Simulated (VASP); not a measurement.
Crystal: Pt.

```
Pt
1.0
     2.77000    0.00000    0.00000
    -1.38500    2.39889    0.00000
     0.00000    0.00000    4.52341
Pt
2
Cartesian
  0.0000 1.5993 1.1309
  1.3850 0.7996 3.3926
```

This isn't the form of Pt at room conditions, which is fcc.

```yaml
Program: VASP 6.6.1
Task: relaxation of cell and atoms
Functional: PBE
Potentials_or_basis: VASP PAW PBE potentials, release 64 (Pt)
Cutoff: 500 eV
k_mesh: 9 × 9 × 5
Occupations: gaussian, width 0.05 eV
Spin: no spin polarisation
```

At the start: pressure 11.7 GPa; volume 15.03 Å³/atom.

Q: How do energy, volume and symmetry change on relaxing?

A: Over 9 steps the energy falls by 46.7 meV/atom and the volume is 15.71 Å³/atom (+4.5 %); space group P6_3/mmc (No. 194, to 0.1 Å) before and after.

Step by step:
| step | energy change (eV) | largest force (eV/Å) | pressure (GPa) | volume (Å³) |
| --- | --- | --- | --- | --- |
| 1 | 0.0000 | 0.0000 | 11.73 | 30.06 |
| 2 | 0.1767 | 0.0000 | -20.14 | 35.08 |
| 3 | -0.0602 | 0.0000 | -2.04 | 31.62 |
| 4 | -0.0603 | 0.0000 | -1.66 | 31.57 |
| 5 | -0.0921 | 0.0000 | -0.85 | 31.51 |
| 6 | -0.0932 | 0.0000 | -0.55 | 31.49 |
| 7 | -0.0932 | 0.0000 | -0.51 | 31.49 |
| 8 | -0.0929 | 0.0000 | 1.05 | 31.28 |
| 9 | -0.0933 | 0.0000 | 0.03 | 31.42 |

Final structure:
```
CELL_PARAMETERS angstrom
2.75343 0.00000 0.00000
-1.37672 2.38454 0.00000
0.00000 0.00000 4.78496
ATOMIC_POSITIONS crystal
Pt 0.33333 0.66667 0.25000
Pt 0.66667 0.33333 0.75000
```
